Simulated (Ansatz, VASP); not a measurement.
# Pt in VASP and in Ansatz

The input INCAR:

```
PREC     = Accurate       # precision mode
ENCUT    = 520            # plane-wave cutoff, eV
EDIFF    = 1E-6           # SCF threshold, eV
ISMEAR   = 0              # smearing method
SIGMA    = 0.15           # smearing width, eV
LREAL    = F              # projectors in reciprocal space
LASPH    = T              # aspherical terms in the spheres
NELM     = 100            # most SCF steps
ALGO     = Normal         # electronic algorithm
ISIF     = 2              # what is computed and relaxed
LWAVE    = F              # write WAVECAR
LCHARG   = F              # write CHGCAR
GGA      = PE             # functional
NBANDS   = 11             # bands
```

The input KPOINTS:

```
regular mesh
0
Gamma
  20 20 20
```

The input POSCAR:

```
Pt
1.0
   -0.1984964712      1.8857164759      1.8857164759
    1.8857164759     -0.1984964712      1.8857164759
    1.8857164759      1.8857164759     -0.1984964712
Pt
1
Direct
    0.0000000000      0.0000000000      0.0000000000
```

Input for Ansatz:

```yaml
crystal:
  lattice:
    - [-0.1984964712, 1.8857164759, 1.8857164759]
    - [1.8857164759, -0.1984964712, 1.8857164759]
    - [1.8857164759, 1.8857164759, -0.1984964712]
  atoms:
    - { symbol: Pt, position: [0.0, 0.0, 0.0] }
basis:
  ecutwfc: 420
kpoints:
  mp_grid: { grid: [20, 20, 20] }
hamiltonian:
  xc: pbe
  pseudopotentials: { kind: paw, azcp: { folder: soft_1 } }
scf:
  occupations: { method: gaussian, width: 0.15 }
output:
  forces: true
  stress: true
  eigenvalues: true
```

Change from the starting cell: equal engineering shear yz, xz and xy -0.1000, equal normal strain along x, y and z +0.0000.

Alike in both runs: task single point; functional PBE; k mesh 20 × 20 × 20; occupations gaussian, width 0.15 eV; no spin polarisation.

|  | VASP | Ansatz |
| --- | --- | --- |
| version | VASP 6.6.1 | Ansatz 0.2.0 |
| potentials or method | VASP PAW PBE potentials, release 64 (Pt), cutoff 520 eV | scalar-relativistic, plane waves, PAW |
| valence electrons in the cell | 10 | 18 |

```tsv
	VASP	Ansatz	Ansatz less VASP
gap on the k mesh at the Fermi level (eV)	none	none	-
pressure (GPa)	7.5	8.1	+0.55
traceless stress, the component that is largest in VASP (GPa)	7.73	7.79	+0.063
```

A gap of «none» marks a metal or a gap that the smearing closes. VASP's potentials hold 10 valence electrons a cell and Ansatz's 18, so a difference there can come from the potentials and not from the codes.

Spin-orbit coupling is off throughout.
